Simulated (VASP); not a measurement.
# Al2O3 (P-3m1) in VASP: notebook, part 2 of 2

VASP 6.6.1. Earlier steps stand in the parts before.

## Step 4: Single point, PBE+D3(BJ)

This run uses another cell than the first one, of the same volume but with other edges.

INCAR

```
SYSTEM = Al2O3
PREC     = Accurate       ! precision mode
ENCUT    = 520            ! plane-wave cutoff, eV
EDIFF    = 1E-7           ! SCF threshold, eV
ISMEAR   = 0              ! smearing method
SIGMA    = 0.05           ! smearing width, eV
LREAL    = .False.        ! projectors in reciprocal space
LASPH    = .True.         ! aspherical terms in the spheres
NELM     = 60             ! most SCF steps
ALGO     = Normal         ! electronic algorithm
ISIF     = 2              ! what is computed and relaxed
LWAVE    = .False.        ! write WAVECAR
LCHARG   = .True.         ! write CHGCAR
GGA      = PE             ! functional
IVDW     = 12             ! dispersion correction
LELF     = .True.         ! ELF
LVHAR    = .True.       
NBANDS   = 20             ! bands
```

KPOINTS

```
regular mesh
0
Gamma
  12 12 4
  0 0 0
```

POSCAR

```
Al2O3
1.0
    3.0807633898      0.0000000000      0.0000000000
   -1.5403816949      2.6680193586      0.0000000000
    0.0000000000      0.0000000000      7.0461749301
Al O
2 3
Direct
    0.0000000000      0.0000000000      0.2752945179
    0.0000000000      0.0000000000      0.7247054821
    0.3333333333      0.6666666667      0.1953369158
    0.6666666667      0.3333333333      0.8046630842
    0.0000000000      0.0000000000      0.5000000000
```

Potentials or basis: VASP PAW PBE potentials, release 64 (Al, O).

On the command line:

```sh
cat potpaw_PBE.64/Al/POTCAR potpaw_PBE.64/O/POTCAR > POTCAR
mpirun -np 1 vasp_std > vasp.out
```

OUTCAR:

```text
SYSTEM = Al2O3
   PREC = Accurate
   ENCUT = 520
   EDIFF = 1E-7
   ISMEAR = 0
   LREAL = .False.
   LASPH = .True.
   NELM = 60
   ISIF = 2
   GGA = PE
   IVDW = 12
 IVDW          = 12

 ion  position               nearest neighbor table
   1  0.000  0.000  0.275-   5 1.58   3 1.87   3 1.87   3 1.87   2 3.17
   2  0.000  0.000  0.725-   5 1.58   4 1.87   4 1.87   4 1.87   1 3.17
   3  0.333  0.667  0.195-   1 1.87   1 1.87   1 1.87
   4  0.667  0.333  0.805-   2 1.87   2 1.87   2 1.87
   5  0.000  0.000  0.500-   1 1.58   2 1.58

  LATTYP: Found a hexagonal cell.
 ALAT       =     3.0807633898
 C/A-ratio  =     2.2871522537

  Lattice vectors:

 A1 = (   3.0807633898,   0.0000000000,   0.0000000000)
 A2 = (  -1.5403816949,   2.6680193586,   0.0000000000)
 A3 = (   0.0000000000,   0.0000000000,   7.0461749301)

Analysis of symmetry for initial positions (statically):
=====================================================================
 Subroutine PRICEL returns:
 Original cell was already a primitive cell.

 Routine SETGRP: Setting up the symmetry group for a
 hexagonal supercell.

 Subroutine GETGRP returns: Found 12 space group operations
 (whereof 12 operations were pure point group operations)
 out of a pool of 24 trial point group operations.

The static configuration has the point symmetry D_3d.

Analysis of symmetry for dynamics (positions and initial velocities):
=====================================================================
 Subroutine PRICEL returns:
 Original cell was already a primitive cell.

 Routine SETGRP: Setting up the symmetry group for a
 hexagonal supercell.

 Subroutine GETGRP returns: Found 12 space group operations
 (whereof 12 operations were pure point group operations)
 out of a pool of 24 trial point group operations.

[... 124 lines left out ...]
   IMIX   =      4    mixing-type and parameters
     AMIX     =   0.40;   BMIX     =  1.00
     AMIX_MAG =   1.60;   BMIX_MAG =  1.00
  volume/ion in A,a.u.               =      11.58        78.17
  Fermi-wavevector in a.u.,A,eV,Ry     =   1.220520  2.306449 20.268187  1.489670
  Thomas-Fermi vector in A             =   2.355735
   LORBIT       =      0    0 simple, 1 ext, 2 COOP (PROOUT), +10 PAW based schemes
   GGA     = PE    functional components
   LHFCALC =     F    Hartree Fock is set to
   AEXX    =    0.0000 exact exchange contribution
   IVDW    =    12    specifies the selected vdW correction
   LEPSILON=     F    determine dielectric tensor
   LRPA    =     F    only Hartree local field effects (RPA)
 non-spin polarized calculation
 Gauss-broadening in eV      SIGMA  =   0.05
  energy-cutoff  :      520.00
  volume of cell :       57.92
 maximum number of plane-waves:      1580
 NGX is ok and might be reduce to    24

 number of electron      24.0000005 magnetization

 Free energy of the ion-electron system (eV)
  ---------------------------------------------------
  ext. energy  EPLUGINS =         0.00000000
  ---------------------------------------------------
  free energy    TOTEN  =       -35.72511925 eV

  energy without entropy =      -35.72511925  energy(sigma->0) =      -35.72511925

 E-fermi :   3.4870     XC(G=0):  -9.8798

 val. band max:        3.2031810240   @ k =   0.0000   0.0000   0.0000
 cond. band min:       6.4214476330   @ k =   0.0000   0.0000   0.0000
 fundamental gap:      3.2182666090
 Fermi energy:         3.4869744524

 k-point     1 :       0.0000    0.0000    0.0000
  band No.  band energies     occupation
      1     -15.2114      2.00000
      2     -14.7945      2.00000
      3     -13.3311      2.00000
      4      -1.8156      2.00000
      5      -0.0492      2.00000
      6       0.6310      2.00000
[... 541 lines left out ...]
     19      16.4401      0.00000
     20      17.1437      0.00000

 [... further k-points ...]

------------------------ aborting loop because EDIFF is reached ----------------------------------------

 Edisp (eV)   -0.87003

 E8    (eV) :    -0.3304

  FORCE on cell =-STRESS in cart. coord.  units (eV):
  Direction    XX          YY          ZZ          XY          YZ          ZX
  --------------------------------------------------------------------------------------
  -------------------------------------------------------------------------------------
  Total      -3.85023    -3.85023    12.57445     0.00000     0.00000     0.00000
  in kB    -106.51144  -106.51144   347.85552     0.00000     0.00000     0.00000
  external pressure =       44.94 kB  Pullay stress =        0.00 kB

 VOLUME and BASIS-vectors are now :
 -----------------------------------------------------------------------------
  energy-cutoff  :      520.00
  volume of cell :       57.92
      direct lattice vectors                 reciprocal lattice vectors
     3.080763390  0.000000000  0.000000000     0.324594873  0.187404937  0.000000000
    -1.540381695  2.668019359  0.000000000     0.000000000  0.374809874  0.000000000
     0.000000000  0.000000000  7.046174930     0.000000000  0.000000000  0.141920973

 POSITION                                       TOTAL-FORCE (eV/Angst)
 -----------------------------------------------------------------------------------
      0.00000      0.00000      1.93977        -0.000000      0.000000     -3.848338
      0.00000      0.00000      5.10640         0.000000      0.000000      3.848338
     -0.00000      1.77868      1.37638         0.000000      0.000000      0.009009
      1.54038      0.88934      5.66980        -0.000000      0.000000     -0.009009
      0.00000      0.00000      3.52309         0.000000      0.000000      0.000000
 -----------------------------------------------------------------------------------
    total drift:                                0.000000      0.000000      0.000000

  FREE ENERGIE OF THE ION-ELECTRON SYSTEM (eV)
  ---------------------------------------------------
  free  energy   TOTEN  =       -36.5951504949 eV

  energy  without entropy=      -36.5951504949  energy(sigma->0) =      -36.59515049
```

OSZICAR:

```text
N       E                     dE             d eps       ncg     rms          rms(c)
DAV:   1     0.104518514175E+03    0.10452E+03   -0.12610E+04  2768   0.110E+03
DAV:   2    -0.346971624818E+02   -0.13922E+03   -0.13417E+03  3372   0.241E+02
DAV:   3    -0.416628552047E+02   -0.69657E+01   -0.69448E+01  3564   0.566E+01
DAV:   4    -0.417114777597E+02   -0.48623E-01   -0.48611E-01  3444   0.526E+00
DAV:   5    -0.417120284802E+02   -0.55072E-03   -0.55071E-03  3472   0.548E-01    0.144E+01
DAV:   6    -0.358379106343E+02    0.58741E+01   -0.18781E+01  3128   0.305E+01    0.576E+00
DAV:   7    -0.357676206146E+02    0.70290E-01   -0.67969E-01  3368   0.628E+00    0.276E+00
DAV:   8    -0.357274488770E+02    0.40172E-01   -0.83507E-02  3640   0.244E+00    0.115E+00
DAV:   9    -0.357233234034E+02    0.41255E-02   -0.31813E-02  3800   0.180E+00    0.230E-01
DAV:  10    -0.357248976555E+02   -0.15743E-02   -0.73424E-03  3296   0.683E-01    0.179E-01
DAV:  11    -0.357250373251E+02   -0.13967E-03   -0.42764E-04  3232   0.163E-01    0.734E-02
DAV:  12    -0.357251153527E+02   -0.78028E-04   -0.20643E-04  3188   0.960E-02    0.115E-02
DAV:  13    -0.357251186292E+02   -0.32765E-05   -0.18049E-05  3544   0.380E-02    0.658E-03
DAV:  14    -0.357251189081E+02   -0.27888E-06   -0.23897E-06  3412   0.117E-02    0.264E-03
DAV:  15    -0.357251191686E+02   -0.26052E-06   -0.71453E-07  3268   0.612E-03    0.556E-04
DAV:  16    -0.357251192507E+02   -0.82102E-07   -0.26225E-08  2112   0.123E-03
   1 F= -.36595150E+02 E0= -.36595150E+02  d E =-.337789E-17
```

Run time: 47 s. Hardware: 1 thread of Intel Xeon 6975P-C (Granite Rapids), shared host; peak memory 0.22 GiB.

Results:

| Item | Value |
| --- | --- |
| Free energy | -36.5952 eV |
| Pressure | 4.5 GPa |
| Largest force | 3.848 eV/Å |
| Band gap on the k mesh | 3.22 eV, direct |
| Dispersion energy per atom | -0.174 eV |

Forces on the atoms (eV/Å):
```
Al   0.000  0.000 -3.848
Al   0.000  0.000  3.848
O    0.000  0.000  0.009
O    0.000  0.000 -0.009
O    0.000  0.000  0.000
```

Stress tensor (GPa, compression positive):
```
-10.65   0.00   0.00
  0.00 -10.65   0.00
  0.00   0.00  34.79
```

Caveat: forces of over 1 eV/Å act on the atoms, so gaps and moduli don't describe the material at rest. A k mesh can miss the band edges.

## Step 5: Single point, PBE+D3(BJ)

This run uses another cell than the first one, of the same volume but with other edges.

INCAR

```
PREC = Accurate ; ENCUT = 520
EDIFF = 1E-6 ; ISMEAR = 0
SIGMA = 0.05 ; LREAL = F
LASPH = T ; NELM = 100
ALGO = Normal ; ISIF = 2
LWAVE = F ; LCHARG = F
GGA = PE ; IVDW = 12
NBANDS = 20
```

KPOINTS

```
regular mesh
0
Gamma
  12 12 4
```

POSCAR, as its differences from that of step 4:

```diff
@@ -2,5 +2,5 @@
 1.0
-    3.0807633898      0.0000000000      0.0000000000
-   -1.5403816949      2.6680193586      0.0000000000
-    0.0000000000      0.0000000000      7.0461749301
+    2.9026191673      0.0000000000      0.0000000000
+   -1.4513095837      2.5137419363      0.0000000000
+    0.0000000000      0.0000000000      7.9376143121
 Al O
```

On the command line:

```sh
cat potpaw_PBE.64/Al/POTCAR potpaw_PBE.64/O/POTCAR > POTCAR
mpirun -np 1 vasp_std > vasp.out
```

Wall time 46 s (1 thread of Intel Xeon 6975P-C (Granite Rapids), shared host); peak memory 0.22 GiB.

Results (log left out):

* Free energy: -36.5411 eV
* Pressure: -0.3 GPa
* Largest force: 2.840 eV/Å
* Band gap on the k mesh: 1.33 eV, direct
* Dispersion energy per atom: -0.172 eV

Forces on the atoms (eV/Å):
```
Al   0.000  0.000  2.840
Al   0.000  0.000 -2.840
O    0.000  0.000 -0.055
O    0.000  0.000  0.055
O    0.000  0.000  0.000
```

Stress tensor (GPa, compression positive):
```
 13.79   0.00   0.00
  0.00  13.79   0.00
  0.00   0.00 -28.54
```

Levels at points of the mesh, in eV from the valence-band top:
| k point | band 9 | band 10 | band 11 | band 12 | band 13 | band 14 | band 15 | band 16 |
| --- | --- | --- | --- | --- | --- | --- | --- | --- |
| (0.00, 0.00, 0.00) | -5.11 | -3.64 | 0.00 | 0.00 | 1.33 | 3.49 | 6.22 | 9.05 |
| (0.50, 0.00, 0.00) | -4.76 | -4.17 | -2.78 | -0.61 | 3.29 | 4.93 | 7.37 | 7.95 |
| (0.00, 0.00, 0.50) | -5.11 | -4.19 | 0.00 | 0.00 | 2.22 | 2.53 | 7.15 | 7.47 |
| (0.50, 0.00, 0.50) | -4.96 | -4.11 | -2.75 | -0.61 | 3.63 | 4.48 | 6.90 | 8.13 |

Caveat: forces of over 1 eV/Å act on the atoms, so gaps and moduli don't describe the material at rest. A k mesh can miss the band edges.

## Step 6: The runs side by side

| cell | gap on the mesh (eV) | pressure (GPa) | largest force (eV/Å) |
| --- | --- | --- | --- |
| a = 3.163, b = 3.163, c = 6.684 Å, angles 90.0, 90.0, 120.0°, 5 atoms | 3.42 | 13.0 | 8.91 |
| a = 2.820, b = 2.820, c = 8.412 Å, angles 90.0, 90.0, 120.0°, 5 atoms | 0.24 | 3.3 | 4.43 |
| a = 3.081, b = 3.081, c = 7.046 Å, angles 90.0, 90.0, 120.0°, 5 atoms | 3.22 | 4.5 | 3.85 |
| a = 2.903, b = 2.903, c = 7.938 Å, angles 90.0, 90.0, 120.0°, 5 atoms | 1.33 | -0.3 | 2.84 |

Alike in all rows: task single point; level PBE+D3(BJ); potentials or basis VASP PAW PBE potentials, release 64 (Al, O); no spin polarisation; k mesh 12 × 12 × 4; cutoff (eV) 520; smearing gaussian 0.05 eV.

Caveats: forces of over 1 eV/Å act on the atoms, so gaps and moduli don't describe the material at rest.

Absolute energies hang on the potentials; compare differences alone.
